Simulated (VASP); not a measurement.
# Te (P3_121) in VASP: further runs, part 2 of 2

VASP 6.6.1. Earlier steps stand in the parts before.

### Step 4. Single point, RPBE

The input, INCAR:

```
PREC = Accurate
ENCUT = 520
EDIFF = 1E-7
ISMEAR = -1
SIGMA = 0.1
LREAL = False
LASPH = True
NELM = 100
ALGO = Normal
ISIF = 2
LWAVE = False
LCHARG = False
GGA = RP
NBANDS = 16
```

The input, KPOINTS:

```
regular mesh
0
Gamma
  6 6 4
```

The input, POSCAR:

```
Te
1.0
    4.4540000000      0.0000000000      0.0000000000
   -2.2270000000      3.8572800000      0.0000000000
    0.0000000000      0.0000000000      5.9240000000
Te
3
Direct
    0.2690000000      0.0000000000      0.3333333333
    0.0000000000      0.2690000000      0.6666666667
    0.7310000000      0.7310000000      0.0000000000
```

Potentials or basis: VASP PAW PBE potentials, release 64 (Te).

Started as:

```sh
> cat potpaw_PBE.64/Te/POTCAR > POTCAR
> mpirun -np 1 vasp_std > vasp.out
```

OUTCAR:

```text
PREC = Accurate
   ENCUT = 520
   EDIFF = 1E-7
   ISMEAR = -1
   LREAL = False
   LASPH = True
   NELM = 100
   ISIF = 2
   GGA = RP

 ion  position               nearest neighbor table
   1  0.269  0.000  0.333-   3 2.86   2 2.86   3 3.47   2 3.47   3 3.47   2 3.47
   2  0.000  0.269  0.667-   1 2.86   3 2.86   1 3.47   3 3.47   3 3.47   1 3.47
   3  0.731  0.731  0.000-   1 2.86   2 2.86   1 3.47   2 3.47   2 3.47   1 3.47

  LATTYP: Found a hexagonal cell.
 ALAT       =     4.4540000000
 C/A-ratio  =     1.3300404131

  Lattice vectors:

 A1 = (   4.4540000000,   0.0000000000,   0.0000000000)
 A2 = (  -2.2270000000,   3.8572800000,   0.0000000000)
 A3 = (   0.0000000000,   0.0000000000,   5.9240000000)

Analysis of symmetry for initial positions (statically):
=====================================================================
 Subroutine PRICEL returns:
 Original cell was already a primitive cell.

 Routine SETGRP: Setting up the symmetry group for a
 hexagonal supercell.

 Subroutine GETGRP returns: Found  6 space group operations
 (whereof  2 operations were pure point group operations)
 out of a pool of 24 trial point group operations.

[... 166 lines left out ...]

 val. band max:        6.0513531843   @ k =   0.3333   0.3333   0.5000
 cond. band min:       6.2543725124   @ k =   0.3333   0.3333   0.5000
 fundamental gap:      0.2030193281
 Fermi energy:         6.1999116724

 k-point     1 :       0.0000    0.0000    0.0000
  band No.  band energies     occupation
      1      -7.5435      2.00000
      2      -4.2385      2.00000
      3      -4.2385      2.00000
      4       2.9926      2.00000
      5       3.3110      2.00000
      6       3.3110      2.00000
[... 433 lines left out ...]
      3      -4.0181      2.00000
      4       0.8922      2.00000
      5       1.0549      2.00000
      6       1.0549      2.00000
[... 8 lines left out ...]
     15      12.6100      0.00000
     16      13.1049      0.00000

------------------------ aborting loop because EDIFF is reached ----------------------------------------

  FORCE on cell =-STRESS in cart. coord.  units (eV):
  Direction    XX          YY          ZZ          XY          YZ          ZX
  --------------------------------------------------------------------------------------
  -------------------------------------------------------------------------------------
  Total        1.6630810      1.6630835      1.9493276      0.0000000      0.0000000      0.0000000
  in kB       26.1804779     26.1805166     30.6866151      0.0000000      0.0000000      0.0000000
  external PRESSURE =      27.6825365 kB  Pullay stress =       0.0000000 kB

 VOLUME and BASIS-vectors are now :
 -----------------------------------------------------------------------------
  energy-cutoff  :      520.00
  volume of cell :      101.78
      direct lattice vectors                 reciprocal lattice vectors
     4.454000000  0.000000000  0.000000000     0.224517288  0.129625021  0.000000000
    -2.227000000  3.857280000  0.000000000     0.000000000  0.259250041  0.000000000
     0.000000000  0.000000000  5.924000000     0.000000000  0.000000000  0.168804862

 POSITION                                       TOTAL-FORCE (eV/Angst)
 -----------------------------------------------------------------------------------
      1.19813      0.00000      1.97467         0.147200     -0.000000     -0.000000
     -0.59906      1.03761      3.94933        -0.073600      0.127479     -0.000000
      1.62794      2.81967      0.00000        -0.073600     -0.127479      0.000000
 -----------------------------------------------------------------------------------
    total drift:                               -0.000000     -0.000000      0.000000

  FREE ENERGIE OF THE ION-ELECTRON SYSTEM (eV)
  ---------------------------------------------------
  free  energy   TOTEN  =        -8.3316620242 eV

  energy  without entropy=       -8.3238494533  energy(sigma->0) =       -8.32775574
```

OSZICAR:

```text
N       E                     dE             d eps       ncg     rms          rms(c)
DAV:   1     0.747560379109E+02    0.74756E+02   -0.64968E+03   768   0.904E+02
DAV:   2    -0.362091303582E+01   -0.78377E+02   -0.74765E+02  1000   0.134E+02
DAV:   3    -0.824851970004E+01   -0.46276E+01   -0.46054E+01   992   0.370E+01
DAV:   4    -0.833121112574E+01   -0.82691E-01   -0.82684E-01  1144   0.564E+00
DAV:   5    -0.833207185263E+01   -0.86073E-03   -0.86072E-03  1048   0.499E-01    0.121E+01
DAV:   6    -0.832732683246E+01    0.47450E-02   -0.16554E-02   960   0.786E-01    0.765E+00
DAV:   7    -0.833181764536E+01   -0.44908E-02   -0.37801E-02   936   0.122E+00    0.266E-01
DAV:   8    -0.833147497608E+01    0.34267E-03   -0.62517E-03   888   0.439E-01    0.168E-01
DAV:   9    -0.833152880322E+01   -0.53827E-04   -0.19749E-04  1160   0.895E-02    0.112E-01
DAV:  10    -0.833165611836E+01   -0.12732E-03   -0.16957E-04   872   0.756E-02    0.407E-02
DAV:  11    -0.833165829196E+01   -0.21736E-05   -0.16750E-05  1048   0.250E-02    0.130E-02
DAV:  12    -0.833165988083E+01   -0.15889E-05   -0.20325E-06   976   0.822E-03    0.292E-03
DAV:  13    -0.833166195138E+01   -0.20705E-05   -0.34861E-06   896   0.103E-02    0.112E-03
DAV:  14    -0.833166205234E+01   -0.10096E-06   -0.10558E-07   888   0.196E-03    0.159E-03
DAV:  15    -0.833166202419E+01    0.28152E-07   -0.38512E-08   656   0.126E-03
   1 F= -.83316620E+01 E0= -.83277557E+01  d E =-.781257E-02
```

Run time: 1.8 min. Hardware: 1 thread of Intel Xeon 8259CL, shared host; peak memory 0.24 GiB.

Results:

* Free energy: -8.3317 eV
* Pressure: 2.8 GPa
* Largest force: 0.147 eV/Å
* Band gap on the k mesh: 0.20 eV

Forces in eV/Å, atoms in the order of the input:
```
Te   0.147  0.000  0.000
Te  -0.074  0.127  0.000
Te  -0.074 -0.127  0.000
```

Caveat: semilocal functionals underestimate gaps, and a narrow one can read as zero; the PAW data sets were made with another functional, which shifts forces and pressure a little; spin-orbit coupling is left out, which moves the levels of the heavy elements.

### Step 5. Single point, RPBE

The input, INCAR:

```
PREC = Accurate
ENCUT = 520
EDIFF = 1E-6
ISMEAR = -1
SIGMA = 0.05
LREAL = F
LASPH = T
NELM = 60
ALGO = Normal
ISIF = 2
LWAVE = F
LCHARG = F
GGA = RP
NBANDS = 16
```

The input, KPOINTS:

```
Automatic mesh
0
Gamma
  6 6 4
```

POSCAR is that of step 4.

Potentials or basis: VASP PAW PBE potentials, release 64 (Te).

Started as:

```sh
> cat potpaw_PBE.64/Te/POTCAR > POTCAR
> mpirun -np 1 vasp_std > vasp.out
```

OUTCAR:

```text
PREC = Accurate
   ENCUT = 520
   EDIFF = 1E-6
   ISMEAR = -1
   LREAL = F
   LASPH = T
   NELM = 60
   ISIF = 2
   GGA = RP

 ion  position               nearest neighbor table
   1  0.269  0.000  0.333-   3 2.86   2 2.86   3 3.47   2 3.47   3 3.47   2 3.47
   2  0.000  0.269  0.667-   1 2.86   3 2.86   1 3.47   3 3.47   3 3.47   1 3.47
   3  0.731  0.731  0.000-   1 2.86   2 2.86   1 3.47   2 3.47   2 3.47   1 3.47

  LATTYP: Found a hexagonal cell.
 ALAT       =     4.4540000000
 C/A-ratio  =     1.3300404131

  Lattice vectors:

 A1 = (   4.4540000000,   0.0000000000,   0.0000000000)
 A2 = (  -2.2270000000,   3.8572800000,   0.0000000000)
 A3 = (   0.0000000000,   0.0000000000,   5.9240000000)

Analysis of symmetry for initial positions (statically):
=====================================================================
 Subroutine PRICEL returns:
 Original cell was already a primitive cell.

 Routine SETGRP: Setting up the symmetry group for a
 hexagonal supercell.

 Subroutine GETGRP returns: Found  6 space group operations
 (whereof  2 operations were pure point group operations)
 out of a pool of 24 trial point group operations.

The static configuration has the point symmetry C_2 .
 The point group associated with its full space group is D_3 .

Analysis of symmetry for dynamics (positions and initial velocities):
=====================================================================
 Subroutine PRICEL returns:
 Original cell was already a primitive cell.

 Routine SETGRP: Setting up the symmetry group for a
 hexagonal supercell.

 Subroutine GETGRP returns: Found  6 space group operations
 (whereof  2 operations were pure point group operations)
 out of a pool of 24 trial point group operations.

The dynamic configuration has the point symmetry C_2 .
 The point group associated with its full space group is D_3 .

 Subroutine INISYM returns: Found  6 space group operations
 (whereof  2 operations are pure point group operations),
 and found     1 'primitive' translations

[... 116 lines left out ...]
  volume/ion in A,a.u.               =      33.93       228.94
  Fermi-wavevector in a.u.,A,eV,Ry     =   0.918932  1.736530 11.489257  0.844437
  Thomas-Fermi vector in A             =   2.044069
   LORBIT       =      0    0 simple, 1 ext, 2 COOP (PROOUT), +10 PAW based schemes
   GGA     = RP    functional components
   LHFCALC =     F    Hartree Fock is set to
   AEXX    =    0.0000 exact exchange contribution
   IVDW    =     0    specifies the selected vdW correction
   LEPSILON=     F    determine dielectric tensor
   LRPA    =     F    only Hartree local field effects (RPA)
 non-spin polarized calculation
  energy-cutoff  :      520.00
  volume of cell :      101.78
 maximum number of plane-waves:      2764
 NGX is ok and might be reduce to    36
   NGX = 17   NGY = 17   NGZ = 23

 number of electron      17.9999999 magnetization

 Free energy of the ion-electron system (eV)
  ---------------------------------------------------
  ext. energy  EPLUGINS =         0.00000000
  ---------------------------------------------------
  free energy    TOTEN  =        -8.32918900 eV

  energy without entropy =       -8.32773516  energy(sigma->0) =       -8.32846208

 E-fermi :   6.1729     XC(G=0):  -8.9520

 val. band max:        6.0519969110   @ k =   0.3333   0.3333   0.5000
 cond. band min:       6.2535652831   @ k =   0.3333   0.3333   0.5000
 fundamental gap:      0.2015683721
 Fermi energy:         6.1728837481

 k-point     1 :       0.0000    0.0000    0.0000
  band No.  band energies     occupation
      1      -7.5436      2.00000
      2      -4.2383      2.00000
      3      -4.2383      2.00000
      4       2.9922      2.00000
      5       3.3113      2.00000
      6       3.3113      2.00000
[... 433 lines left out ...]
      3      -4.0173      2.00000
      4       0.8926      2.00000
      5       1.0551      2.00000
      6       1.0551      2.00000
[... 8 lines left out ...]
     15      12.6103      0.00000
     16      13.1047      0.00000

------------------------ aborting loop because EDIFF is reached ----------------------------------------

  FORCE on cell =-STRESS in cart. coord.  units (eV):
  Direction    XX          YY          ZZ          XY          YZ          ZX
  --------------------------------------------------------------------------------------
  -------------------------------------------------------------------------------------
  Total        1.6726009      1.6726034      1.9296468      0.0000000      0.0000000      0.0000000
  in kB       26.3303410     26.3303800     30.3767975      0.0000000      0.0000000      0.0000000
  external PRESSURE =      27.6791728 kB  Pullay stress =       0.0000000 kB

 VOLUME and BASIS-vectors are now :
 -----------------------------------------------------------------------------
  energy-cutoff  :      520.00
  volume of cell :      101.78
      direct lattice vectors                 reciprocal lattice vectors
     4.454000000  0.000000000  0.000000000     0.224517288  0.129625021  0.000000000
    -2.227000000  3.857280000  0.000000000     0.000000000  0.259250041  0.000000000
     0.000000000  0.000000000  5.924000000     0.000000000  0.000000000  0.168804862

 POSITION                                       TOTAL-FORCE (eV/Angst)
 -----------------------------------------------------------------------------------
      1.19813      0.00000      1.97467         0.144083      0.000000     -0.000000
     -0.59906      1.03761      3.94933        -0.072041      0.124779     -0.000000
      1.62794      2.81967      0.00000        -0.072041     -0.124779      0.000000
 -----------------------------------------------------------------------------------
    total drift:                               -0.000000     -0.000000      0.000000

  FREE ENERGIE OF THE ION-ELECTRON SYSTEM (eV)
  ---------------------------------------------------
  free  energy   TOTEN  =        -8.3291889964 eV

  energy  without entropy=       -8.3277351610  energy(sigma->0) =       -8.32846208
```

OSZICAR:

```text
N       E                     dE             d eps       ncg     rms          rms(c)
DAV:   1     0.747712733395E+02    0.74771E+02   -0.64968E+03   768   0.904E+02
DAV:   2    -0.361921400118E+01   -0.78390E+02   -0.74748E+02  1000   0.134E+02
DAV:   3    -0.824645150251E+01   -0.46272E+01   -0.46052E+01   992   0.370E+01
DAV:   4    -0.832913418546E+01   -0.82683E-01   -0.82676E-01  1144   0.564E+00
DAV:   5    -0.832999491224E+01   -0.86073E-03   -0.86072E-03  1048   0.499E-01    0.121E+01
DAV:   6    -0.832491399896E+01    0.50809E-02   -0.16916E-02   960   0.794E-01    0.765E+00
DAV:   7    -0.832937032299E+01   -0.44563E-02   -0.38589E-02   944   0.123E+00    0.268E-01
DAV:   8    -0.832900123479E+01    0.36909E-03   -0.64858E-03   880   0.447E-01    0.172E-01
DAV:   9    -0.832905488426E+01   -0.53649E-04   -0.20437E-04  1160   0.912E-02    0.113E-01
DAV:  10    -0.832918321681E+01   -0.12833E-03   -0.17109E-04   872   0.761E-02    0.417E-02
DAV:  11    -0.832918525296E+01   -0.20361E-05   -0.17368E-05  1048   0.254E-02    0.133E-02
DAV:  12    -0.832918680391E+01   -0.15510E-05   -0.19517E-06   840   0.827E-03    0.314E-03
DAV:  13    -0.832918893128E+01   -0.21274E-05   -0.35949E-06   888   0.108E-02    0.903E-04
DAV:  14    -0.832918899636E+01   -0.65079E-07   -0.83012E-08   688   0.178E-03
   1 F= -.83291890E+01 E0= -.83284621E+01  d E =-.145384E-02
```

Run time: 98 s. Hardware: 1 thread of Intel Xeon 8259CL, shared host; peak memory 0.24 GiB.

What came out:

```
Free energy            : -8.3292 eV
Pressure               : 2.8 GPa
Largest force          : 0.144 eV/Å
Band gap on the k mesh : 0.20 eV
```

Forces on the atoms (eV/Å):
```
Te   0.144  0.000  0.000
Te  -0.072  0.125  0.000
Te  -0.072 -0.125  0.000
```

Stress tensor (GPa, compression positive):
```
2.63 0.00 0.00
0.00 2.63 0.00
0.00 0.00 3.04
```

Levels at points of the mesh, in eV from the valence-band top:
| k point | band 6 | band 7 | band 8 | band 9 | band 10 | band 11 | band 12 | band 13 |
| --- | --- | --- | --- | --- | --- | --- | --- | --- |
| (0.00, 0.00, 0.00) | -2.74 | -1.67 | -1.67 | -0.86 | 1.02 | 1.02 | 1.62 | 5.03 |
| (0.50, 0.00, 0.00) | -3.59 | -3.50 | -1.02 | -0.81 | 0.87 | 0.93 | 3.02 | 3.74 |
| (0.00, 0.00, 0.50) | -2.67 | -1.34 | -1.03 | -1.03 | 0.48 | 0.53 | 0.53 | 4.05 |
| (0.50, 0.00, 0.50) | -3.62 | -2.45 | -2.12 | -0.19 | 0.76 | 1.96 | 2.57 | 4.62 |

Caveat: semilocal functionals underestimate gaps, and a narrow one can read as zero; the PAW data sets were made with another functional, which shifts forces and pressure a little; spin-orbit coupling is left out, which moves the levels of the heavy elements. A k mesh can miss the band edges.

### Step 6. Summary

| smearing | gap on the mesh (eV) | pressure (GPa) | largest force (eV/Å) |
| --- | --- | --- | --- |
| fermi-dirac 0.3 eV | 0.21 | 3.1 | 0.29 |
| fermi-dirac 0.2 eV | 0.21 | 2.8 | 0.20 |
| fermi-dirac 0.1 eV | 0.20 | 2.8 | 0.15 |
| fermi-dirac 0.05 eV | 0.20 | 2.8 | 0.14 |

Alike in all rows: task single point; level RPBE; potentials or basis VASP PAW PBE potentials, release 64 (Te); no spin polarisation; cell as given; k mesh 6 × 6 × 4; cutoff (eV) 520.

Caveats: semilocal functionals underestimate gaps, and a narrow one can read as zero; the PAW data sets were made with another functional, which shifts forces and pressure a little; spin-orbit coupling is left out, which moves the levels of the heavy elements; the cell stands under pressure (at least some runs); so wide a smearing shifts energies and pressures (at least some runs).

Absolute energies hang on the potentials; compare differences alone.
